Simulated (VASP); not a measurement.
Here is a VASP 6.6.1 calculation.

Contents of INCAR:

```
ALGO = Fast
EDIFF = 1E-6
EDIFFG = -0.01
ENCUT = 600
GGA = PE
IBRION = 2
ISIF = 3
ISMEAR = -1
LASPH = True
LCHARG = False
LREAL = False
LWAVE = False
NELM = 60
NSW = 60
PREC = Accurate
SIGMA = 0.05
```

The input KPOINTS:

```
k-points
0
Gamma
  12 12 12
```

POSCAR

```
Re
1.0
    0.0000000000      1.9750000000      1.9750000000
    1.9750000000      0.0000000000      1.9750000000
    1.9750000000      1.9750000000      0.0000000000
Re
1
Direct
    0.0000000000      0.0000000000      0.0000000000
```

Potentials or basis: VASP PAW PBE potentials, release 64 (Re).

Command:

```sh
$ cat potpaw_PBE.64/Re/POTCAR > POTCAR
$ mpirun -np 1 vasp_std > vasp.out
```

Question: Estimate the relaxed volume.

Answer: 14.98 Å³/atom.

Question: Predict the relaxed cell.

Answer: a = 2.767 Å, b = 2.767 Å, c = 2.767 Å, α = 60.00°, β = 60.00°, γ = 60.00°.

Question: What does it give for the space group after relaxing (to 0.05 Å)?

Answer: Fm-3m (No. 225).

The path:
| step | energy change (eV) | largest force (eV/Å) | pressure (GPa) | volume (Å³) |
| --- | --- | --- | --- | --- |
| 1 | 0.0000 | 0.0000 | -9.66 | 15.41 |
| 2 | 0.2168 | 0.0000 | 52.27 | 13.43 |
| 3 | -0.0130 | 0.0000 | -0.41 | 15.01 |
| 4 | -0.0130 | 0.0000 | -0.30 | 14.99 |
| 5 | -0.0130 | 0.0000 | 0.77 | 14.95 |
| 6 | -0.0130 | 0.0000 | 0.10 | 14.98 |
